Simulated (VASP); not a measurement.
Wanted: the native input for a VASP 6.6.1 run.

```yaml
Task: density of states
Functional: PBE
Potentials_or_basis: VASP PAW PBE potentials, release 64 (Zr_sv, B)
Cutoff: 520 eV
k_mesh: 12 × 12 × 12
Occupations: gaussian, width 0.1 eV
Spin: no spin polarisation
Dipole_correction: no
k_mesh_for_the_DOS: 18 × 18 × 18
Occupations_for_the_DOS: tetrahedron
Further_INCAR_settings: ALGO = Normal; EDIFF = 1e-06; NBANDS = 27
```

Crystal: ZrB2.

```
CELL_PARAMETERS angstrom
1.99048 1.14920 5.36357
-1.99048 1.14920 5.36357
0.00000 -2.29841 5.36357
ATOMIC_POSITIONS crystal
Zr 0.24497 0.24497 0.24497
Zr 0.75503 0.75503 0.75503
B 0.50000 0.50000 0.50000
B 0.00000 0.00000 0.00000
B 0.10054 0.10054 0.10054
B 0.89946 0.89946 0.89946
```

These files were run (other wordings do the same):

POSCAR

```
ZrB2
1.0
    1.9904796288      1.1492039495      5.3635697311
   -1.9904796288      1.1492039495      5.3635697311
    0.0000000000     -2.2984078990      5.3635697310
Zr B
2 4
Direct
    0.2449743596      0.2449743596      0.2449743596
    0.7550256404      0.7550256404      0.7550256404
    0.5000000000      0.5000000000      0.5000000000
    0.0000000000      0.0000000000      0.0000000000
    0.1005386766      0.1005386766      0.1005386766
    0.8994613234      0.8994613234      0.8994613234
```

INCAR.step1

```
  PREC = Accurate
  ENCUT = 520
  EDIFF = 1E-6
  ISMEAR = 0
  SIGMA = 0.1
  LREAL = F
  LASPH = T
  NELM = 100
  ALGO = Normal
  ISIF = 2
  LWAVE = F
  LCHARG = T
  LMAXMIX = 4
  GGA = PE
  NBANDS = 27
```

KPOINTS.step1

```
regular mesh
0
Gamma
  12 12 12
```

INCAR.step2

```
  PREC = Accurate
  ENCUT = 520
  EDIFF = 1E-6
  ISMEAR = -5
  SIGMA = 0.1
  LREAL = F
  LASPH = T
  NELM = 100
  ALGO = Normal
  ISIF = 2
  LWAVE = F
  LCHARG = F
  LMAXMIX = 4
  GGA = PE
  LORBIT = 11
  NBANDS = 27
  NEDOS = 1001
  ICHARG = 11
```

KPOINTS.step2

```
regular mesh
0
Gamma
  18 18 18
```

Potentials or basis: VASP PAW PBE potentials, release 64 (Zr_sv, B).

Run with:

```console
$ cat potpaw_PBE.64/Zr_sv/POTCAR potpaw_PBE.64/B/POTCAR > POTCAR
$ cp INCAR.step1 INCAR
$ cp KPOINTS.step1 KPOINTS
$ mpirun -np 1 vasp_std > vasp.out
$ cp INCAR.step2 INCAR
$ cp KPOINTS.step2 KPOINTS
$ mpirun -np 1 vasp_std > vasp.out
```

It gave:

The valence electrons inside the program's atomic spheres are Zr 9.94; B 1.55, 1.97, 1.93.

It took 60 min on 1 thread of Oxide Virtual Turin-like Processor, with other jobs on the host, peak memory 0.99 GiB.
